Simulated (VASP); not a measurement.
Al2H:

```
CELL_PARAMETERS angstrom
4.73382 -2.13577 0.00000
4.73382 2.13577 0.00000
0.00000 0.00000 3.98231
ATOMIC_POSITIONS crystal
Al 0.87041 0.42788 0.75000
Al 0.57212 0.12959 0.75000
Al 0.42788 0.87041 0.25000
Al 0.12959 0.57212 0.25000
H 0.02777 0.97223 0.25000
H 0.97223 0.02777 0.75000
```

- Program: VASP 6.6.1
- Task: relaxation of cell and atoms
- Functional: PBE
- Potentials or basis: VASP PAW PBE potentials, release 64 (Al, H)
- Cutoff: 600 eV
- k mesh: 10 × 10 × 10
- Occupations: gaussian, width 0.1 eV
- Spin: no spin polarisation

At the start: pressure 0.1 GPa; volume 13.42 Å³/atom.

Task: Where does the relaxation end?

Result: Over 20 steps the energy falls by 4.8 meV/atom and the volume is 13.57 Å³/atom (+1.1 %); space group Cmcm (No. 63, to 0.1 Å) before and after.

Step by step:
| step | energy change (eV) | largest force (eV/Å) | pressure (GPa) | volume (Å³) |
| --- | --- | --- | --- | --- |
| 1 | 0.0000 | 0.0923 | 0.05 | 80.52 |
| 2 | -0.0128 | 0.0921 | 0.06 | 80.57 |
| 3 | -0.0191 | 0.1423 | 0.11 | 80.63 |
| 4 | -0.0221 | 0.0361 | -0.05 | 80.79 |
| 5 | -0.0221 | 0.0344 | -0.06 | 80.79 |
| 6 | -0.0230 | 0.0294 | 0.00 | 80.73 |
| 7 | -0.0246 | 0.0328 | 0.19 | 80.56 |
| 8 | -0.0227 | 0.0787 | 0.63 | 80.19 |
| 9 | -0.0248 | 0.0432 | 0.28 | 80.48 |
| 10 | -0.0252 | 0.0419 | 0.27 | 80.51 |
| 11 | -0.0263 | 0.0376 | 0.23 | 80.61 |
| 12 | -0.0267 | 0.0497 | 0.19 | 80.81 |
| 13 | -0.0268 | 0.0358 | 0.20 | 80.74 |
| 14 | -0.0273 | 0.0352 | 0.11 | 80.87 |
| 15 | -0.0279 | 0.0447 | -0.16 | 81.26 |
| 16 | -0.0282 | 0.0360 | -0.08 | 81.19 |
| 17 | -0.0284 | 0.0197 | 0.09 | 81.08 |
| 18 | -0.0286 | 0.0155 | 0.08 | 81.14 |
| 19 | -0.0289 | 0.0136 | 0.04 | 81.33 |
| 20 | -0.0290 | 0.0068 | -0.03 | 81.43 |

Final structure:
```
Al H
1.0
     4.68171   -2.12751    0.00000
     4.68171    2.12751    0.00000
     0.00000    0.00000    4.08767
Al H
4 2
Cartesian
  6.0788 -0.8872 3.0657
  3.2846 -0.8872 3.0657
  6.0788 0.8872 1.0219
  3.2846 0.8872 1.0219
  4.6817 1.9694 1.0219
  4.6817 -1.9694 3.0657
```
